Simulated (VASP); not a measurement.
# Cs in VASP: notebook, part 2 of 2

VASP 6.6.1. Earlier steps stand in the parts before.

**5. Single point, PBEsol+D3(BJ)**

File INCAR:

```
PREC     = Accurate       # precision mode
ENCUT    = 520            # plane-wave cutoff, eV
EDIFF    = 1E-6           # SCF threshold, eV
ISMEAR   = 0              # smearing method
SIGMA    = 0.15           # smearing width, eV
LREAL    = F              # projectors in reciprocal space
LASPH    = T              # aspherical terms in the spheres
NELM     = 100            # most SCF steps
ALGO     = Normal         # electronic algorithm
ISIF     = 2              # what is computed and relaxed
LWAVE    = F              # write WAVECAR
LCHARG   = F              # write CHGCAR
GGA      = PS             # functional
IVDW     = 12             # dispersion correction
NBANDS   = 10             # bands
```

File KPOINTS:

```
regular mesh
0
Gamma
  6 6 6
```

File POSCAR:

```
Cs
1.0
   -3.1284650614      3.1284650614      3.1284650614
    3.1284650614     -3.1284650614      3.1284650614
    3.1284650614      3.1284650614     -3.1284650614
Cs
1
Direct
    0.0000000000      0.0000000000      0.0000000000
```

Potentials or basis: VASP PAW PBE potentials, release 64 (Cs_sv).

Launch:

```
cat potpaw_PBE.64/Cs_sv/POTCAR > POTCAR
mpirun -np 1 vasp_std > vasp.out
```

OUTCAR:

```text
PREC = Accurate
   ENCUT = 520
   EDIFF = 1E-6
   ISMEAR = 0
   LREAL = F
   LASPH = T
   NELM = 100
   ISIF = 2
   GGA = PS
   IVDW = 12
 IVDW          = 12

 ion  position               nearest neighbor table
   1  0.000  0.000  0.000-

  LATTYP: Found a body centered cubic cell.
 ALAT       =     6.2569301228

  Lattice vectors:

 A1 = (  -3.1284650614,   3.1284650614,   3.1284650614)
 A2 = (   3.1284650614,  -3.1284650614,   3.1284650614)
 A3 = (   3.1284650614,   3.1284650614,  -3.1284650614)

Analysis of symmetry for initial positions (statically):
=====================================================================
 Subroutine PRICEL returns:
 Original cell was already a primitive cell.

 Routine SETGRP: Setting up the symmetry group for a
 body centered cubic supercell.

 Subroutine GETGRP returns: Found 48 space group operations
 (whereof 48 operations were pure point group operations)
 out of a pool of 48 trial point group operations.

The static configuration has the point symmetry O_h .

Analysis of symmetry for dynamics (positions and initial velocities):
=====================================================================
 Subroutine PRICEL returns:
 Original cell was already a primitive cell.

 Routine SETGRP: Setting up the symmetry group for a
 body centered cubic supercell.

 Subroutine GETGRP returns: Found 48 space group operations
 (whereof 48 operations were pure point group operations)
 out of a pool of 48 trial point group operations.

The dynamic configuration has the point symmetry O_h .

 Subroutine INISYM returns: Found 48 space group operations
 (whereof 48 operations are pure point group operations),
 and found     1 'primitive' translations

----------------------------------------------------------------------------------------

                                     Primitive cell

  volume of cell :     122.4768

  direct lattice vectors                    reciprocal lattice vectors
    -3.128465061  3.128465061  3.128465061     0.000000000  0.159822785  0.159822785
     3.128465061 -3.128465061  3.128465061     0.159822785  0.000000000  0.159822785
[... 100 lines left out ...]
   LHFCALC =     F    Hartree Fock is set to
   AEXX    =    0.0000 exact exchange contribution
   IVDW    =    12    specifies the selected vdW correction
   LEPSILON=     F    determine dielectric tensor
   LRPA    =     F    only Hartree local field effects (RPA)
 non-spin polarized calculation
 Gauss-broadening in eV      SIGMA  =   0.15
  energy-cutoff  :      520.00
  volume of cell :      122.48
 maximum number of plane-waves:      3322
   NGX = 21   NGY = 21   NGZ = 21

 number of electron       8.9999999 magnetization

 Free energy of the ion-electron system (eV)
  ---------------------------------------------------
  ext. energy  EPLUGINS =         0.00000000
  ---------------------------------------------------
  free energy    TOTEN  =        -0.93334699 eV

  energy without entropy =       -0.91095628  energy(sigma->0) =       -0.92215163

 E-fermi :   0.2277     XC(G=0):  -5.3152

 val. band max:        0.1063714267   @ k =   0.1667   0.1667   0.1667
 cond. band min:       0.2491015642   @ k =   0.3333   0.1667   0.0000
 fundamental gap:      0.1427301375
 Fermi energy:         0.2276841847

 k-point     1 :       0.0000    0.0000    0.0000
  band No.  band energies     occupation
      1     -23.6595      2.00000
      2     -10.3874      2.00000
      3     -10.3874      2.00000
      4     -10.3874      2.00000
      5      -1.3906      2.00000
      6       2.6882      0.00000
      7       2.6882      0.00000
      8       2.6882      0.00000
      9       3.5162      0.00000
     10       3.5162      0.00000
[... 183 lines left out ...]
 k-point    16 :       0.5000    0.5000    0.5000
  band No.  band energies     occupation
      1     -23.6507      2.00000
      2     -10.4673      2.00000
      3     -10.4673      2.00000
      4     -10.4673      2.00000
      5       0.9372      0.00000
      6       0.9372      0.00000
      7       3.0740      0.00000
      8       3.0740      0.00000
      9       3.0740      0.00000
     10       4.3700      0.00000

------------------------ aborting loop because EDIFF is reached ----------------------------------------

 Edisp (eV)   -0.10632

 E8    (eV) :    -0.0850

  FORCE on cell =-STRESS in cart. coord.  units (eV):
  Direction    XX          YY          ZZ          XY          YZ          ZX
  --------------------------------------------------------------------------------------
  -------------------------------------------------------------------------------------
  Total      -0.25578    -0.25578    -0.25578     0.00000    -0.00000     0.00000
  in kB      -3.34603    -3.34603    -3.34603     0.00000    -0.00000     0.00000
  external pressure =       -3.35 kB  Pullay stress =        0.00 kB

 VOLUME and BASIS-vectors are now :
 -----------------------------------------------------------------------------
  energy-cutoff  :      520.00
  volume of cell :      122.48
      direct lattice vectors                 reciprocal lattice vectors
    -3.128465061  3.128465061  3.128465061     0.000000000  0.159822785  0.159822785
     3.128465061 -3.128465061  3.128465061     0.159822785  0.000000000  0.159822785
     3.128465061  3.128465061 -3.128465061     0.159822785  0.159822785  0.000000000

 POSITION                                       TOTAL-FORCE (eV/Angst)
 -----------------------------------------------------------------------------------
      0.00000      0.00000      0.00000        -0.000000      0.000000      0.000000
 -----------------------------------------------------------------------------------
    total drift:                               -0.000000      0.000000     -0.000000

  FREE ENERGIE OF THE ION-ELECTRON SYSTEM (eV)
  ---------------------------------------------------
  free  energy   TOTEN  =        -1.0396653958 eV

  energy  without entropy=       -1.0172746905  energy(sigma->0) =       -1.02847004
```

stdout:

```text
POSCAR found type information on POSCAR Cs
 POSCAR found :  1 types and       1 ions
 scaLAPACK will be used
 -----------------------------------------------------------------------------
|                                                                             |
|                                                                             |
|     You enforced a specific xc type in the INCAR file but a different       |
|     I HOPE YOU KNOW WHAT YOU ARE DOING!                                     |
|                                                                             |
 -----------------------------------------------------------------------------

 LDA part: xc-table for (Slater+PW92), standard interpolation
 POSCAR, INCAR and KPOINTS ok, starting setup
 FFT: planning ... GRIDC
 FFT: planning ... GRID_SOFT
 FFT: planning ... GRID
 WAVECAR not read
 entering main loop
```

Run time: 11 s. Hardware: 1 thread of Intel Xeon Platinum 8259CL at 2.50GHz (Skylake/Cascade Lake), shared host; peak memory 0.23 GiB.

What came out:

- Free energy: -1.0397 eV
- Pressure: -0.3 GPa
- Band gap on the k mesh: zero (an odd number of electrons rules out a gap without spin polarisation)
- Dispersion energy per atom: -0.106 eV

Caveat: three body term missing; the PAW data sets were made with another functional, which shifts forces and pressure a little; spin-orbit coupling is left out, which moves the levels of the heavy elements.

**6. Summary**

| task | level | cell | cutoff (eV) | smearing | gap on the mesh (eV) | pressure (GPa) |
| --- | --- | --- | --- | --- | --- | --- |
| relaxation of cell and atoms | PBEsol | relaxed to 10 GPa from a = 5.419 Å, angles 109.5°, 1 atom | 600 | fermi-dirac 0.05 eV | none | 10.0 |
| relaxation of cell and atoms | PBEsol | relaxed to 20 GPa from a = 5.419 Å, angles 109.5°, 1 atom | 600 | fermi-dirac 0.05 eV | none | 20.0 |
| single point | PBEsol | a = 5.347 Å, angles 110.0, 110.0, 108.4°, 1 atom | 520 | fermi-dirac 0.05 eV | none | -0.1 |
| single point | PBEsol+D3(BJ) | a = 5.419 Å, angles 109.5°, 1 atom | 520 | gaussian 0.15 eV | none | -0.3 |

Alike in all rows: potentials or basis VASP PAW PBE potentials, release 64 (Cs_sv); no spin polarisation; k mesh 6 × 6 × 6.

Caveats: the PAW data sets were made with another functional, which shifts forces and pressure a little; spin-orbit coupling is left out, which moves the levels of the heavy elements; the cell is relaxed towards a set pressure, so the run minimises the enthalpy, not the energy (at least some runs); three body term missing (at least some runs).

Total energies depend on the potentials used, so only differences within one code and one set of settings carry meaning.
